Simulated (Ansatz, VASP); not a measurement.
## Two plane-wave programs on Be3Te2O

```
Be Te O
1.0
     6.23215    0.00000    0.00000
    -3.11608    5.39720    0.00000
     0.00000    0.00000    3.53768
Be Te O
3 2 1
Direct
  0.50000 0.00000 0.50000
  0.50000 0.50000 0.50000
  0.00000 0.50000 0.50000
  0.33333 0.66667 0.00000
  0.66667 0.33333 0.00000
  0.00000 0.00000 0.00000
```

Change from the starting cell: species swapped into the YbCo3B2 type (P6/mmm, No. 191).

Alike in both runs: functional PBE; k mesh 3 × 3 × 4; occupations gaussian, width 0.15 eV; no spin polarisation.

Ansatz relaxed the structure, and its values are those at the end. VASP's run is a single point on that final structure, the one shown.

|  | VASP | Ansatz |
| --- | --- | --- |
| version | VASP 6.6.1 | Ansatz 0.2.0 |
| potentials or method | VASP PAW PBE potentials, release 64 (Be, Te, O), cutoff 600 eV | scalar-relativistic, plane waves, PAW |
| valence electrons in the cell | 24 | 44 |

|  | VASP | Ansatz | Ansatz less VASP |
| --- | --- | --- | --- |
| gap on the k mesh at the Fermi level (eV) | none | none | - |
| pressure (GPa) | 0.3 | 0.2 | -0.06 |

A gap of «none» marks a metal or a gap that the smearing closes. The functional is the same, so the differences come from potentials, cutoffs and numerics. VASP's potentials hold 24 valence electrons a cell and Ansatz's 44, so a difference there can come from the potentials and not from the codes.

The k mesh is coarse, so the values compare programs but aren't converged. Spin-orbit coupling is off throughout.
